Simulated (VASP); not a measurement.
# Be2Si: single point with BLYP

The system is Be2Si.

```xyz
3
Lattice="0.0000 2.6400 2.6400 2.6400 0.0000 2.6400 2.6400 2.6400 0.0000" Properties=species:S:1:pos:R:3 pbc="T T T"
Si    0.0000    0.0000    0.0000
Be    1.3200    1.3200    1.3200
Be    3.9600    3.9600    3.9600
```

```yaml
Program: VASP 6.6.1
Task: single point
Functional: BLYP
Potentials_or_basis: VASP PAW PBE potentials, release 64 (Si, Be)
Cutoff: 520 eV
k_mesh: 5 × 5 × 5
Occupations: fermi-dirac, width 0.05 eV
Spin: no spin polarisation
Dipole_correction: no
Further_INCAR_settings: ALGO = Normal; EDIFF = 1e-07; NBANDS = 11
```

```yaml
Pressure: 2.6 GPa
Band_gap_on_the_k_mesh: zero (band 4 reaches 7.56 eV, above the bottom of band 5 at 7.01 eV)
```

Levels at points of the mesh, in eV from the Fermi level:
```
           k point  band 1  band 2  band 3  band 4  band 5  band 6  band 7  band 8  band 9
(0.00, 0.00, 0.00)  -11.85    0.55    0.55    0.55    0.89    0.89    0.89    6.35    7.42
```

Run time: 21 s on 1 thread of Intel Xeon 6975P-C (shared host), peak memory 0.14 GiB.

Caveat: the k points lie up to 0.41 Å⁻¹ apart; the PAW data sets were made with another functional, which shifts forces and pressure a little.
